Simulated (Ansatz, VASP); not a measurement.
CdSe in VASP and in Ansatz

```xyz
2
Lattice="0.0000 3.0500 3.0500 3.0500 0.0000 3.0500 3.0500 3.0500 0.0000" Properties=species:S:1:pos:R:3 pbc="T T T"
Cd    0.0000    0.0000    0.0000
Se    1.5250    1.5250    1.5250
```

Alike in both runs: task single point; functional LDA; k mesh 6 × 6 × 6; occupations gaussian, width 0.1 eV; no spin polarisation.

|  | VASP | Ansatz |
| --- | --- | --- |
| version | VASP 6.6.1 | Ansatz 0.2.0 |
| potentials or method | VASP PAW LDA potentials, release 64 (Cd, Se), cutoff 500 eV | scalar-relativistic, plane waves, PAW |
| valence electrons in the cell | 18 | 36 |

|  | VASP | Ansatz | Ansatz less VASP |
| --- | --- | --- | --- |
| gap on the k mesh at the Fermi level (eV) | 0.34 | 0.31 | -0.031 |
| least direct gap on the mesh (eV) | 0.34 | 0.31 | -0.031 |
| pressure (GPa) | -2.0 | -2.4 | -0.40 |

Ansatz warns that its potentials were made for another functional, while VASP's fit it. LDA's correlation is that of Perdew and Zunger in VASP and of Perdew and Wang (1992) in Ansatz. VASP's potentials hold 18 valence electrons a cell and Ansatz's 36, so a difference there can come from the potentials and not from the codes.
